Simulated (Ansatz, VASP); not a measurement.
One calculation of SiNi, two programs

The input INCAR:

```
ALGO = Normal ; EDIFF = 1E-6
ENCUT = 520 ; GGA = PE
ISIF = 2 ; ISMEAR = -1
ISPIN = 2 ; LASPH = True
LCHARG = False ; LMAXMIX = 4
LORBIT = 11 ; LREAL = False
LWAVE = False ; MAGMOM = 1 1 0 0
NBANDS = 26 ; NELM = 150
PREC = Accurate ; SIGMA = 0.05
```

The input KPOINTS:

```
k-points
0
Gamma
  9 8 6
```

File POSCAR:

```
SiNi
1.0
    2.8826972597      0.0000000000      0.0000000000
    0.0000000000      3.2133613310      0.0000000000
    0.0000000000      0.0000000000      4.5819618704
Ni Si
2 2
Direct
    0.5000000000      0.5000000000      0.3424955900
    0.0000000000      0.0000000000      0.6575044100
    0.5000000000      0.5000000000      0.8431431600
    0.0000000000      0.0000000000      0.1568568400
```

input.yaml

```yaml
crystal:
  lattice:
    - [2.8826972597, 0.0, 0.0]
    - [0.0, 3.213361331, 0.0]
    - [0.0, 0.0, 4.5819618704]
  atoms:
    - { symbol: Ni, position: [0.5, 0.5, 0.34249559], spin: 1.0 }
    - { symbol: Ni, position: [0.0, 0.0, 0.65750441], spin: 1.0 }
    - { symbol: Si, position: [0.5, 0.5, 0.84314316] }
    - { symbol: Si, position: [0.0, 0.0, 0.15685684] }
kpoints:
  mp_grid: { grid: [9, 8, 6] }
scf:
  occupations: { method: fermi_dirac, width: 0.05 }
hamiltonian:
  xc: pbe
  pseudopotentials: { kind: all_electron, lapw: { basis_error: 0.001 } }
magnetization:
  spin_polarized: true
output:
  forces: true
  stress: true
  eigenvalues: true
```

Change from the starting cell: volume scaled by 0.94.

Alike in both runs: task single point; functional PBE; k mesh 9 × 8 × 6; occupations fermi-dirac, width 0.05 eV; collinear spin.

```csv
,VASP,Ansatz
version,VASP 6.6.1,Ansatz 0.2.0
potentials or method,"VASP PAW PBE potentials, release 64 (Ni, Si), cutoff 520 eV","all-electron LAPW, scalar-relativistic"
```

|  | VASP | Ansatz | Ansatz less VASP |
| --- | --- | --- | --- |
| gap on the k mesh at the Fermi level (eV) | none | none | - |
| pressure (GPa) | 21.8 | 21.8 | -0.04 |
| traceless stress, the component that is largest in VASP (GPa) | 2.55 | 2.42 | -0.132 |
| rms of the force components (eV/Å) | 0.123 | 0.120 | -0.0028 |
| net moment per atom (μB) | 0.00 | 0.00 | 0.000 |

Atom by atom the forces differ by 0.004 eV/Å (rms over components). A gap of «none» marks a metal or a gap that the smearing closes. Ansatz ran all-electron here, and VASP with PAW potentials.
